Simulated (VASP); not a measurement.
Write the native input for VASP 6.6.1 that does the following.

```
Task                   : electric field gradients
Functional             : PBE
Potentials or basis    : VASP PAW PBE potentials, release 64 (Ti_sv, B)
Cutoff                 : 520 eV
k mesh                 : 15 × 15 × 13
Occupations            : fermi-dirac, width 0.08 eV
Spin                   : no spin polarisation
Dipole correction      : no
Further INCAR settings : ALGO = Normal; EDIFF = 1e-08; NBANDS = 16
```

The structure of TiB2 lies in POSCAR:

```
TiB2
1.0
    3.0291982016      0.0000000000      0.0000000000
   -1.5145991008      2.6233625957      0.0000000000
    0.0000000000      0.0000000000      3.1638320000
Ti B
1 2
Direct
    0.0000000000      0.0000000000      0.0000000000
    0.3333333333      0.6666666667      0.5000000000
    0.6666666667      0.3333333333      0.5000000000
```

This cell differs from its parent crystal: zz strain of -2 %.

One way to write it, as run:

INCAR

```
ALGO = Normal ; EDIFF = 1E-8
ENCUT = 520 ; GGA = PE
ISIF = 2 ; ISMEAR = -1
LASPH = True ; LCHARG = False
LEFG = True ; LREAL = False
LWAVE = False ; NBANDS = 16
NELM = 80 ; PREC = Accurate
SIGMA = 0.08
```

KPOINTS

```
k-points
0
Gamma
  15 15 13
```

Potentials or basis: VASP PAW PBE potentials, release 64 (Ti_sv, B).

The run is started by

```console
$ cat potpaw_PBE.64/Ti_sv/POTCAR potpaw_PBE.64/B/POTCAR > POTCAR
$ mpirun -np 1 vasp_std > vasp.out
```

It gave:

```
Pressure               : 5.1 GPa
Band gap on the k mesh : zero (band 9 reaches 10.61 eV, above the bottom of band 10 at 9.94 eV)
```

Caveat: the cell differs from its parent crystal (zz strain of -2 %); without QUAD_EFG the Cq values of the log hold for a quadrupole moment of 1 mb, not for the nuclei.

Wall time 76 s on 1 thread of Intel(R) Xeon(R) Platinum 8259CL CPU @ 2.50GHz (Skylake/Cascade Lake), with other jobs on the host, peak memory 0.19 GiB.
